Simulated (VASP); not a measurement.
Input of a VASP 6.6.1 run:

The input POSCAR:

```
Si
1.0
   -2.4423099471      2.4423099471      1.2649836491
    2.4423099471     -2.4423099471      1.2649836491
    2.4423099471      2.4423099471     -1.2649836491
Si
2
Direct
    0.0000000000      0.0000000000      0.0000000000
    0.7500000000      0.2500000000      0.5000000000
```

File INCAR.step1:

```
SYSTEM = Si
PREC     = Accurate       ! precision mode
ENCUT    = 520            ! plane-wave cutoff, eV
ISMEAR   = 0              ! smearing method
SIGMA    = 0.1            ! smearing width, eV
LREAL    = .FALSE.        ! projectors in reciprocal space
LASPH    = .TRUE.         ! aspherical terms in the spheres
NELM     = 100            ! most SCF steps
NBANDS   = 11             ! bands
GGA      = PE             ! functional
ALGO     = Normal         ! electronic algorithm
EDIFF    = 1E-4           ! SCF threshold, eV
LWAVE    = .TRUE.         ! write WAVECAR
LCHARG   = .FALSE.        ! write CHGCAR
```

INCAR.step2

```
SYSTEM = Si
PREC     = Accurate       ! precision mode
ENCUT    = 520            ! plane-wave cutoff, eV
EDIFF    = 1E-6           ! SCF threshold, eV
ISMEAR   = 0              ! smearing method
SIGMA    = 0.1            ! smearing width, eV
LREAL    = .FALSE.        ! projectors in reciprocal space
LASPH    = .TRUE.         ! aspherical terms in the spheres
NELM     = 100            ! most SCF steps
ALGO     = Normal         ! electronic algorithm
ISIF     = 2              ! what is computed and relaxed
LWAVE    = .FALSE.        ! write WAVECAR
LCHARG   = .FALSE.        ! write CHGCAR
METAGGA  = R2SCAN         ! meta-GGA
LMIXTAU  = .TRUE.       
NBANDS   = 11             ! bands
ISTART   = 1
```

KPOINTS

```
regular mesh
0
G
  6 6 6
  0 0 0
```

Potentials or basis: VASP PAW PBE potentials, release 64 (Si).

Run with:

```console
$ cat potpaw_PBE.64/Si/POTCAR > POTCAR
$ cp INCAR.step1 INCAR
$ mpirun -np 1 vasp_std > vasp.out
$ cp INCAR.step2 INCAR
$ mpirun -np 1 vasp_std > vasp.out
```

Task: What does it give for the pressure?

Result: 0.3 GPa.

Task: Predict the band gap on the k mesh.

Result: Zero (bands 4 and 5 overlap by 5.63 eV).

Stress tensor (GPa, compression positive):
```
0.23 0.00 0.00
0.00 0.23 0.00
0.00 0.00 0.32
```

Caveat: the k points lie up to 0.47 Å⁻¹ apart, too coarse for converged energies and pressures of a metal; the PAW data sets were made with another functional, which shifts forces and pressure a little.
